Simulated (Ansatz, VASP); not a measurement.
## SnSe2: VASP beside Ansatz

```
Sn Se
1.0
     3.69183    0.00000    0.00000
    -1.84591    3.19722    0.00000
     0.00000    0.00000    6.53960
Sn Se
1 2
Direct
  0.00000 0.00000 0.00000
  0.33333 0.66667 0.25000
  0.66667 0.33333 0.75000
```

Alike in both runs: task single point; functional PBEsol; dispersion D3(BJ); k mesh 12 × 12 × 6; occupations gaussian, width 0.05 eV; no spin polarisation.

|  | VASP | Ansatz |
| --- | --- | --- |
| version | VASP 6.6.1 | Ansatz 0.2.0 |
| potentials or method | VASP PAW PBE potentials, release 64 (Sn_d, Se), cutoff 520 eV | scalar-relativistic, plane waves, PAW |
| valence electrons in the cell | 26 | 46 |

```csv
,VASP,Ansatz,Ansatz less VASP
gap on the k mesh at the Fermi level (eV),0.31,0.31,+0.003
least direct gap on the mesh (eV),0.99,0.99,+0.003
pressure (GPa),0.5,0.3,-0.12
"traceless stress, the component that is largest in VASP (GPa)",-3.23,-3.25,-0.025
rms of the force components (eV/Å),0.015,0.026,+0.0108
```

VASP's potentials were made for PBE, not for PBEsol. Atom by atom the forces differ by 0.011 eV/Å (rms over components). VASP's potentials hold 26 valence electrons a cell and Ansatz's 46, so a difference there can come from the potentials and not from the codes.
